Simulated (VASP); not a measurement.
# Bi2S (P-3m1) in VASP: further runs

The runs below take Bi2S through single point, relaxation of cell and atoms, with PBE.

Everything below comes from runs of VASP 6.6.1. Logs are shortened: lines on timing, memory, paths and dates and some standing lists are left out, and cuts for length are marked.

### 1 The cell of the first run

The structure is trigonal, space group P-3m1 (No. 164). Conventional cell: a = 6.684 Å, b = 6.684 Å, c = 5.450 Å, α = 90.00°, β = 90.00°, γ = 120.00°. Within 4.0 Å of Bi (site symmetry 2/m) lie 4 S at 3.06 to 3.63 Å and 6 Bi at 3.34 Å. Bi (site symmetry -3m) has 6 Bi at 3.34 Å and 6 S at 4.53 Å within 4.6 Å. S (site symmetry 3m) has 6 Bi at 3.06 to 3.63 Å and 3 S at 3.92 Å within 4.0 Å.

The cell was built from a structure type or drawn by symmetry, and may not be a known phase.

### 2 Single point, PBE

INCAR reads:

```
SYSTEM = Bi2S
  ALGO = Normal
  EDIFF = 1E-7
  ENCUT = 520
  GGA = PE
  ISIF = 2
  ISMEAR = 0
  LASPH = .TRUE.
  LCHARG = .FALSE.
  LREAL = .FALSE.
  LWAVE = .FALSE.
  NBANDS = 45
  NELM = 80
  PREC = Accurate
  SIGMA = 0.1
```

KPOINTS reads:

```
k-points
0
G
  3 3 4
  0 0 0
```

POSCAR reads:

```
Bi2S
1.0
    6.6835234000      0.0000000000      0.0000000000
   -3.3417617000      5.7881010500      0.0000000000
    0.0000000000      0.0000000000      5.4502508000
Bi S
4 2
Direct
    0.5000000000      0.0000000000      0.0000000000
    0.0000000000      0.5000000000      0.0000000000
    0.5000000000      0.5000000000      0.0000000000
    0.0000000000      0.0000000000      0.0000000000
    0.3333333300      0.6666666700      0.5644083000
    0.6666666700      0.3333333300      0.4355917000
```

Potentials or basis: VASP PAW PBE potentials, release 64 (Bi_d, S).

On the command line:

```sh
cat potpaw_PBE.64/Bi_d/POTCAR potpaw_PBE.64/S/POTCAR > POTCAR
mpirun -np 1 vasp_std > vasp.out
```

OUTCAR:

```text
SYSTEM = Bi2S
   EDIFF = 1E-7
   ENCUT = 520
   GGA = PE
   ISIF = 2
   ISMEAR = 0
   LASPH = .TRUE.
   LREAL = .FALSE.
   NELM = 80
   PREC = Accurate

 ion  position               nearest neighbor table
   1  0.500  0.000  0.000-   5 3.06   6 3.06   2 3.34   3 3.34   3 3.34   2 3.34   4 3.34   4 3.34

   2  0.000  0.500  0.000-   5 3.06   6 3.06   1 3.34   4 3.34   4 3.34   1 3.34   3 3.34   3 3.34

   3  0.500  0.500  0.000-   5 3.06   6 3.06   1 3.34   4 3.34   1 3.34   4 3.34   2 3.34   2 3.34

   4  0.000  0.000  0.000-   2 3.34   3 3.34   2 3.34   3 3.34   1 3.34   1 3.34
   5  0.333  0.667  0.564-   1 3.06   2 3.06   3 3.06
   6  0.667  0.333  0.436-   1 3.06   2 3.06   3 3.06

  LATTYP: Found a hexagonal cell.
 ALAT       =     6.6835234000
 C/A-ratio  =     0.8154756816

  Lattice vectors:

 A1 = (   6.6835234000,   0.0000000000,   0.0000000000)
 A2 = (  -3.3417617000,   5.7881010500,   0.0000000000)
 A3 = (   0.0000000000,   0.0000000000,   5.4502508000)

Analysis of symmetry for initial positions (statically):
=====================================================================
 Subroutine PRICEL returns:
 Original cell was already a primitive cell.

 Routine SETGRP: Setting up the symmetry group for a
 hexagonal supercell.

 Subroutine GETGRP returns: Found 12 space group operations
 (whereof 12 operations were pure point group operations)
 out of a pool of 24 trial point group operations.

The static configuration has the point symmetry D_3d.

Analysis of symmetry for dynamics (positions and initial velocities):
=====================================================================
 Subroutine PRICEL returns:
 Original cell was already a primitive cell.

 Routine SETGRP: Setting up the symmetry group for a
 hexagonal supercell.

 Subroutine GETGRP returns: Found 12 space group operations
 (whereof 12 operations were pure point group operations)
 out of a pool of 24 trial point group operations.

The dynamic configuration has the point symmetry D_3d.

 Subroutine INISYM returns: Found 12 space group operations
 (whereof 12 operations are pure point group operations),
 and found     1 'primitive' translations

----------------------------------------------------------------------------------------

                                     Primitive cell

  volume of cell :     210.8425

  direct lattice vectors                    reciprocal lattice vectors
     6.683523400  0.000000000  0.000000000     0.149621680  0.086384117  0.000000000
    -3.341761700  5.788101050  0.000000000     0.000000000  0.172768235  0.000000000
     0.000000000  0.000000000  5.450250800     0.000000000  0.000000000  0.183477795

  length of vectors
     6.683523400  6.683523399  5.450250800     0.172768235  0.172768235  0.183477795

  position of ions in fractional coordinates (direct lattice)
     0.500000000  0.000000000  0.000000000
     0.000000000  0.500000000  0.000000000
     0.500000000  0.500000000  0.000000000
     0.000000000  0.000000000  0.000000000
     0.333333330  0.666666670  0.564408300
     0.666666670  0.333333330  0.435591700

  ion indices of the primitive-cell ions
   primitive index   ion index
                 1           1
                 2           2
                 3           3
                 4           4
                 5           5
                 6           6

----------------------------------------------------------------------------------------

 KPOINTS: k-points

Automatic generation of k-mesh.
 Grid dimensions read from file:
 generate k-points for:    3    3    4

 Generating k-lattice:

  Cartesian coordinates                     Fractional coordinates (reciprocal lattice)
     0.049873893  0.028794706  0.000000000     0.333333333  0.000000000  0.000000000
     0.000000000  0.057589412  0.000000000     0.000000000  0.333333333  0.000000000
     0.000000000  0.000000000  0.045869449     0.000000000  0.000000000  0.250000000

  Length of vectors
     0.057589412  0.057589412  0.045869449

  Shift w.r.t. Gamma in fractional coordinates (k-lattice)
     0.000000000  0.000000000  0.000000000

 Subroutine IBZKPT returns following result:
 ===========================================

 Found     10 irreducible k-points:

 Following reciprocal coordinates:
            Coordinates               Weight
  0.000000  0.000000  0.000000      1.000000
  0.333333  0.000000  0.000000      6.000000
  0.333333  0.333333  0.000000      2.000000
  0.000000  0.000000  0.250000      2.000000
  0.333333  0.000000  0.250000      6.000000
  0.000000  0.333333  0.250000      6.000000
  0.333333  0.333333  0.250000      4.000000
  0.000000  0.000000  0.500000      1.000000
  0.333333  0.000000  0.500000      6.000000
  0.333333  0.333333  0.500000      2.000000
   k-points           NKPTS =     10   k-points in BZ     NKDIM =     10   number of bands    NBANDS=     45
   number of dos      NEDOS =    301   number of ions     NIONS =      6
   total plane-waves  NPLWV = 105000
   dimension x,y,z NGX =    50 NGY =   50 NGZ =   42
   dimension x,y,z NGXF=   100 NGYF=  100 NGZF=   84
   ions per type =               4   2
   NGX,Y,Z   is equivalent  to a cutoff of  12.44, 12.44, 12.81 a.u.
   NGXF,Y,Z  is equivalent  to a cutoff of  24.87, 24.87, 25.62 a.u.
 SYSTEM =  Bi2S
   PREC   = accura    normal or accurate (medium, high low for compatibility)
   ISTART =      0    job   : 0-new  1-cont  2-samecut
   ICHARG =      2    charge: 1-file 2-atom 10-const
   ISPIN  =      1    spin polarized calculation?
   LNONCOLLINEAR =      F non collinear calculations
   LSORBIT =      F    spin-orbit coupling
   LASPH  =      T    aspherical Exc in radial PAW
   ENCUT  =  520.0 eV  38.22 Ry    6.18 a.u.  12.43 12.43 10.13*2*pi/ulx,y,z
   NELM   =     80;   NELMIN=  2; NELMDL= -5     # of ELM steps
   EDIFF  = 0.1E-06   stopping-criterion for ELM
   LREAL  =      F    real-space projection
   EDIFFG = 0.1E-05   stopping-criterion for IOM
   NSW    =      0    number of steps for IOM
   IBRION =     -1    ionic relax: 0-MD 1-quasi-New 2-CG
   NFREE  =      0    steps in history (QN), initial steepest desc. (CG)
   ISIF   =      2    stress and relaxation
   ISYM   =      2    0-nonsym 1-usesym 2-fastsym
   POTIM  = 0.5000    time-step for ionic-motion
   TEBEG  =    0.0;   TEEND  =   0.0 temperature during run
   PSTRESS=    0.0 pullay stress
   NELECT =      72.0000    total number of electrons
   NUPDOWN=      -1.0000    fix difference up-down
   EMIN   =  10.00;   EMAX   =-10.00  energy-range for DOS
   EFERMI =   0.00;   METHOD = LEGACY
   ISMEAR =     0;   SIGMA  =   0.10  broadening in eV -4-tet -1-fermi 0-gaus
   EFERMI_NEDOS =   21; number of points for ismear=-14 and -15
   IALGO  =     38    algorithm
   IMIX   =      4    mixing-type and parameters
     AMIX     =   0.40;   BMIX     =  1.00
     AMIX_MAG =   1.60;   BMIX_MAG =  1.00
  volume/ion in A,a.u.               =      35.14       237.14
  Fermi-wavevector in a.u.,A,eV,Ry     =   1.144282  2.162379 17.815207  1.309381
  Thomas-Fermi vector in A             =   2.280974
   LORBIT       =      0    0 simple, 1 ext, 2 COOP (PROOUT), +10 PAW based schemes
   GGA     = PE    functional components
   LHFCALC =     F    Hartree Fock is set to
   AEXX    =    0.0000 exact exchange contribution
   IVDW    =     0    specifies the selected vdW correction
   LEPSILON=     F    determine dielectric tensor
   LRPA    =     F    only Hartree local field effects (RPA)
 non-spin polarized calculation
 Gauss-broadening in eV      SIGMA  =   0.10
  energy-cutoff  :      520.00
  volume of cell :      210.84
 maximum number of plane-waves:      5720
 NGX is ok and might be reduce to    50
   NGX = 25   NGY = 25   NGZ = 21

 number of electron      71.9999970 magnetization

 Free energy of the ion-electron system (eV)
  ---------------------------------------------------
  ext. energy  EPLUGINS =         0.00000000
  ---------------------------------------------------
  free energy    TOTEN  =       -21.82802860 eV

  energy without entropy =      -21.80561330  energy(sigma->0) =      -21.81682095

 E-fermi :   4.1359     XC(G=0):  -8.7379

 val. band max:        4.0505032520   @ k =   0.3333   0.3333   0.2500
 cond. band min:       4.1375542211   @ k =   0.0000   0.3333   0.2500
 fundamental gap:      0.0870509691
 Fermi energy:         4.1358862615

 k-point     1 :       0.0000    0.0000    0.0000
  band No.  band energies     occupation
      1     -19.1064      2.00000
      2     -19.0890      2.00000
      3     -19.0890      2.00000
      4     -19.0245      2.00000
      5     -18.9990      2.00000
      6     -18.9866      2.00000
[... 37 lines left out ...]
     44       9.6816      0.00000
     45       9.6816      0.00000

 k-point     2 :       0.3333    0.0000    0.0000
  band No.  band energies     occupation
      1     -19.0872      2.00000
      2     -19.0467      2.00000
      3     -19.0292      2.00000
      4     -19.0070      2.00000
      5     -18.9917      2.00000
      6     -18.9769      2.00000
[... 37 lines left out ...]
     44       8.9703      0.00000
     45       9.2426      0.00000

 k-point     3 :       0.3333    0.3333    0.0000
  band No.  band energies     occupation
      1     -19.0459      2.00000
      2     -19.0213      2.00000
      3     -19.0213      2.00000
      4     -18.9928      2.00000
      5     -18.9928      2.00000
      6     -18.9698      2.00000
[... 37 lines left out ...]
     44       7.0820      0.00000
     45       9.3734      0.00000

 k-point     4 :       0.0000    0.0000    0.2500
  band No.  band energies     occupation
      1     -19.1064      2.00000
      2     -19.0890      2.00000
      3     -19.0890      2.00000
      4     -19.0245      2.00000
      5     -18.9992      2.00000
      6     -18.9867      2.00000
[... 229 lines left out ...]
     44       9.3708      0.00000
     45      10.0402      0.00000

 k-point     9 :       0.3333    0.0000    0.5000
  band No.  band energies     occupation
      1     -19.0871      2.00000
      2     -19.0466      2.00000
      3     -19.0291      2.00000
      4     -19.0070      2.00000
      5     -18.9918      2.00000
      6     -18.9767      2.00000
[... 37 lines left out ...]
     44       8.9039      0.00000
     45       9.6307      0.00000

 k-point    10 :       0.3333    0.3333    0.5000
  band No.  band energies     occupation
      1     -19.0459      2.00000
      2     -19.0211      2.00000
      3     -19.0211      2.00000
      4     -18.9926      2.00000
      5     -18.9926      2.00000
      6     -18.9699      2.00000
[... 37 lines left out ...]
     44       7.1079      0.00000
     45      10.4871      0.00000

------------------------ aborting loop because EDIFF is reached ----------------------------------------

  FORCE on cell =-STRESS in cart. coord.  units (eV):
  Direction    XX          YY          ZZ          XY          YZ          ZX
  --------------------------------------------------------------------------------------
  -------------------------------------------------------------------------------------
  Total        1.3714666      1.3714666    -11.3973651      0.0000000      0.0000000      0.0000000
  in kB       10.4216803     10.4216803    -86.6077944      0.0000000      0.0000000      0.0000000
  external PRESSURE =     -21.9214779 kB  Pullay stress =       0.0000000 kB

 VOLUME and BASIS-vectors are now :
 -----------------------------------------------------------------------------
  energy-cutoff  :      520.00
  volume of cell :      210.84
      direct lattice vectors                 reciprocal lattice vectors
     6.683523400  0.000000000  0.000000000     0.149621680  0.086384117  0.000000000
    -3.341761700  5.788101050  0.000000000     0.000000000  0.172768235  0.000000000
     0.000000000  0.000000000  5.450250800     0.000000000  0.000000000  0.183477795

 POSITION                                       TOTAL-FORCE (eV/Angst)
 -----------------------------------------------------------------------------------
      3.34176      0.00000      0.00000        -0.000000      0.000000     -0.000000
     -1.67088      2.89405      0.00000        -0.000000      0.000000     -0.000000
      1.67088      2.89405      0.00000        -0.000000      0.000000     -0.000000
      0.00000      0.00000      0.00000        -0.000000      0.000000     -0.000000
     -0.00000      3.85873      3.07617        -0.000000      0.000000      1.044137
      3.34176      1.92937      2.37408         0.000000     -0.000000     -1.044137
 -----------------------------------------------------------------------------------
    total drift:                               -0.000000      0.000000     -0.000000

  FREE ENERGIE OF THE ION-ELECTRON SYSTEM (eV)
  ---------------------------------------------------
  free  energy   TOTEN  =       -21.8280285974 eV

  energy  without entropy=      -21.8056132952  energy(sigma->0) =      -21.81682095
```

It took 62 s on 1 thread of Intel Xeon 6975P-C (Granite Rapids), shared host; peak memory 0.33 GiB.

What came out:

- Free energy: -21.8280 eV
- Pressure: -2.2 GPa
- Largest force: 1.044 eV/Å
- Band gap on the k mesh: zero (bands 36 and 37 overlap by 0.53 eV)

Forces on the atoms (eV/Å):
```
Bi   0.000  0.000  0.000
Bi   0.000  0.000  0.000
Bi   0.000  0.000  0.000
Bi   0.000  0.000  0.000
S    0.000  0.000  1.044
S    0.000  0.000 -1.044
```

Caveat: the k points lie up to 0.36 Å⁻¹ apart, too coarse for converged energies and pressures of a metal; spin-orbit coupling is left out, which moves the levels of the heavy elements; forces of over 1 eV/Å act on the atoms, so gaps and moduli don't describe the material at rest.

### 3 Relaxation of cell and atoms, PBE

INCAR reads:

```
SYSTEM = Bi2S
PREC     = Accurate       ! precision mode
ENCUT    = 600            ! plane-wave cutoff, eV
EDIFF    = 1E-6           ! SCF threshold, eV
ISMEAR   = 0              ! smearing method
SIGMA    = 0.1            ! smearing width, eV
LREAL    = .FALSE.        ! projectors in reciprocal space
LASPH    = .TRUE.         ! aspherical terms in the spheres
NELM     = 80             ! most SCF steps
ALGO     = Normal         ! electronic algorithm
ISIF     = 3              ! what is computed and relaxed
LWAVE    = .FALSE.        ! write WAVECAR
LCHARG   = .FALSE.        ! write CHGCAR
GGA      = PE             ! functional
IBRION   = 2              ! ionic algorithm
NSW      = 90             ! ionic steps
EDIFFG   = -0.04          ! ionic threshold
```

KPOINTS reads:

```
Automatic mesh
0
G
  3 3 4
  0 0 0
```

POSCAR is that of step 2.

Potentials or basis: VASP PAW PBE potentials, release 64 (Bi_d, S).

On the command line:

```sh
cat potpaw_PBE.64/Bi_d/POTCAR potpaw_PBE.64/S/POTCAR > POTCAR
mpirun -np 1 vasp_std > vasp.out
```

It took 12 min on 1 thread of Intel Xeon 6975P-C (Granite Rapids), shared host; peak memory 0.43 GiB.

Results (log left out):

- Free energy: -23.3009 eV
- Relaxed volume: 30.53 Å³/atom
- Relaxed cell: a = 6.927 Å, b = 6.927 Å, c = 4.408 Å, α = 90.00°, β = 90.00°, γ = 120.00°
- Space group after relaxing (to 0.1 Å): P6/mmm (No. 191)
- Energy gained by relaxing: 245.4 meV/atom
- Ionic steps: 15
- Pressure after relaxing: 0.0 GPa
- Largest force after relaxing: 0.020 eV/Å
- Band gap on the k mesh: zero (bands 36 and 37 overlap by 1.44 eV)

Forces in eV/Å, atoms in the order of the input:
```
Bi   0.000  0.000  0.000
Bi   0.000  0.000  0.000
Bi   0.000  0.000  0.000
Bi   0.000  0.000  0.000
S    0.000  0.000 -0.020
S    0.000  0.000  0.020
```

Step by step:
| step | energy change (eV) | largest force (eV/Å) | pressure (GPa) | volume (Å³) |
| --- | --- | --- | --- | --- |
| 1 | 0.0000 | 1.0445 | -2.15 | 210.84 |
| 2 | -0.8856 | 0.1672 | -0.34 | 196.03 |
| 3 | -1.0123 | 0.7362 | 1.06 | 190.05 |
| 4 | -1.0189 | 0.8940 | 1.50 | 188.40 |
| 5 | -1.1442 | 0.6623 | -0.83 | 194.69 |
| 6 | -1.1492 | 0.6096 | -1.31 | 196.26 |
| 7 | -1.2497 | 0.7110 | -0.80 | 191.29 |
| 8 | -1.3111 | 0.5824 | 1.27 | 181.21 |
| 9 | -1.3212 | 0.6810 | 0.52 | 184.05 |
| 10 | -1.4091 | 0.3243 | 0.25 | 183.42 |
| 11 | -1.4389 | 0.0037 | 0.28 | 182.80 |
| 12 | -1.4675 | 0.0152 | -0.42 | 184.80 |
| 13 | -1.4683 | 0.0181 | -0.52 | 185.19 |
| 14 | -1.4703 | 0.0209 | 0.44 | 181.75 |
| 15 | -1.4727 | 0.0197 | 0.01 | 183.17 |

Final structure:
```
CELL_PARAMETERS angstrom
6.92700 0.00000 0.00000
-3.46350 5.99896 0.00000
0.00000 0.00000 4.40792
ATOMIC_POSITIONS crystal
Bi 0.50000 0.00000 0.00000
Bi 0.00000 0.50000 0.00000
Bi 0.50000 0.50000 0.00000
Bi 0.00000 0.00000 0.00000
S 0.33333 0.66667 0.50134
S 0.66667 0.33333 0.49866
```

Levels at points of the mesh, in eV from the Fermi level:
```csv
k point,band 33,band 34,band 35,band 36,band 37,band 38,band 39,band 40
"(0.00, 0.00, 0.00)",-2.10,-2.07,-2.07,0.10,0.10,0.64,1.67,2.86
"(0.00, 0.00, 0.50)",-2.62,-2.10,-1.43,0.80,1.44,1.44,1.97,2.07
```

Caveat: the k points lie up to 0.36 Å⁻¹ apart in the final cell, too coarse for converged energies and pressures of a metal; a cell axis changed by over 15 % at a fixed basis, so the end point is rough; spin-orbit coupling is left out, which moves the levels of the heavy elements.
